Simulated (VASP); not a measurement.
Input of a VASP 6.6.1 run:

Contents of INCAR:

```
SYSTEM = VHg2N2
ALGO     = Normal         ! electronic algorithm
EDIFF    = 1E-6           ! SCF threshold, eV
ENCUT    = 600            ! plane-wave cutoff, eV
GGA      = PE             ! functional
GGA_COMPAT= .FALSE.      
ISIF     = 2              ! what is computed and relaxed
ISMEAR   = 0              ! smearing method
ISPIN    = 2              ! spin polarisation
LASPH    = .TRUE.         ! aspherical terms in the spheres
LCHARG   = .FALSE.        ! write CHGCAR
LMAXMIX  = 4              ! l up to which the mixer works
LORBIT   = 11             ! projections on sites
LREAL    = .FALSE.        ! projectors in reciprocal space
LWAVE    = .FALSE.        ! write WAVECAR
MAGMOM   = 0.13 0 0 -0.17 -0.17 ! initial moments
NBANDS   = 36             ! bands
NELM     = 200            ! most SCF steps
PREC     = Accurate       ! precision mode
SIGMA    = 0.1            ! smearing width, eV
```

Contents of KPOINTS:

```
k-points
0
G
  8 8 6
  0 0 0
```

Contents of POSCAR:

```
VHg2N2
1.0
    3.7101081845      0.0000000000      0.0000000000
    0.0000000000      3.7101081845      0.0000000000
    0.0000000000      0.0000000000      6.3735848690
V Hg N
1 2 2
Direct
    0.0000000000      0.0000000000      0.0000000000
    0.0000000000      0.0000000000      0.5000000000
    0.5000000000      0.5000000000      0.5000000000
    0.5000000000      0.0000000000      0.0842279656
    0.0000000000      0.5000000000      0.9157720344
```

Potentials or basis: VASP PAW PBE potentials, release 64 (V_sv, Hg, N).

The run is started by

```bash
$ cat potpaw_PBE.64/V_sv/POTCAR potpaw_PBE.64/Hg/POTCAR potpaw_PBE.64/N/POTCAR > POTCAR
$ mpirun -np 1 vasp_std > vasp.out
```

(1) Estimate the pressure.

(2) Estimate the largest force.

(3) Estimate the net moment.

## Answers

(1) 0.5 GPa.

(2) 0.111 eV/Å.

(3) 0.00 μB per cell.
